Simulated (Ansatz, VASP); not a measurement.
## One calculation of ZnO, two programs

File INCAR:

```
SYSTEM = ZnO
ALGO = Normal
EDIFF = 1E-6
ENCUT = 520
GGA = PE
ISIF = 2
ISMEAR = 0
LASPH = .TRUE.
LCHARG = .TRUE.
LELF = .TRUE.
LREAL = .FALSE.
LVHAR = .TRUE.
LWAVE = .FALSE.
NBANDS = 26
NELM = 60
PREC = Accurate
SIGMA = 0.05
```

The input KPOINTS:

```
k-points
0
G
  12 12 6
  0 0 0
```

POSCAR

```
ZnO
1.0
    3.1482963083      0.0000000000      0.0000000000
   -1.5741481541      2.7265045816      0.0000000000
    0.0000000000      0.0000000000      4.8696800256
Zn O
2 2
Direct
    0.3333333333      0.6666666667      0.0015026881
    0.6666666667      0.3333333333      0.5015026881
    0.3333333333      0.6666666667      0.3805973119
    0.6666666667      0.3333333333      0.8805973119
```

Input for Ansatz:

```yaml
crystal:
  lattice:
    - [3.1482963083, 0.0, 0.0]
    - [-1.5741481541, 2.7265045816, 0.0]
    - [0.0, 0.0, 4.8696800256]
  atoms:
    - { symbol: Zn, position: [0.3333333333, 0.6666666667, 0.0015026881] }
    - { symbol: Zn, position: [0.6666666667, 0.3333333333, 0.5015026881] }
    - { symbol: O, position: [0.3333333333, 0.6666666667, 0.3805973119] }
    - { symbol: O, position: [0.6666666667, 0.3333333333, 0.8805973119] }
basis:
  ecutwfc: 420
kpoints:
  mp_grid: { grid: [12, 12, 6] }
hamiltonian:
  xc: pbe
scf:
  occupations: { method: gaussian, width: 0.05 }
output:
  forces: true
  stress: true
  eigenvalues: true
```

Change from the starting cell: strain -0.040 along x and y, -0.080 along z, atoms carried along.

Alike in both runs: task single point; functional PBE; k mesh 12 × 12 × 6; occupations gaussian, width 0.05 eV; no spin polarisation.

```csv
,VASP,Ansatz
version,VASP 6.6.1,Ansatz 0.2.0
potentials or method,"VASP PAW PBE potentials, release 64 (Zn, O), cutoff 520 eV","scalar-relativistic, plane waves, PAW"
valence electrons in the cell,36,36
```

```tsv
	VASP	Ansatz	Ansatz less VASP
gap on the k mesh at the Fermi level (eV)	1.03	1.04	+0.009
least direct gap on the mesh (eV)	1.03	1.04	+0.009
pressure (GPa)	33.0	31.2	-1.78
traceless stress, the component that is largest in VASP (GPa)	10.98	10.61	-0.370
rms of the force components (eV/Å)	0.484	0.463	-0.0209
```

Atom by atom the forces differ by 0.021 eV/Å (rms over components). Both programs put the cell under a high pressure, so it lies far from rest at this level.
